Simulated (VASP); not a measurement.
Runs of VASP 6.6.1 on KF. The structure is that of space group Fm-3m (No. 225), or close to it. The cells are those of the table. 

```csv
cell,gap on the mesh (eV),pressure (GPa)
"a = 3.890, b = 3.890, c = 5.382 Å, 4 atoms",5.82,(c)
"a = 3.833, b = 3.833, c = 5.421 Å, 4 atoms",5.95,(a)
"a = 3.718, b = 3.718, c = 5.507 Å, 4 atoms",(d),1.7
"a = 3.718, b = 3.718, c = 5.518 Å, 4 atoms",(b),1.6
"a = 3.775, b = 3.775, c = 5.469 Å, 4 atoms",6.04,0.7
"a = 3.890, b = 3.890, c = 5.372 Å, 4 atoms",5.82,-0.5
"a = 3.775, b = 3.775, c = 5.462 Å, 4 atoms",6.05,0.8
```

Alike in all rows: task single point; level PBE; potentials or basis VASP PAW PBE potentials, release 64 (K_sv, F); no spin polarisation; k mesh 6 × 6 × 4; cutoff (eV) 520; smearing gaussian 0.02 eV.

Estimate the missing entries.

(a) 0.0; (b) 6.13; (c) -0.6; (d) 6.14.

A k mesh can miss the band edges.
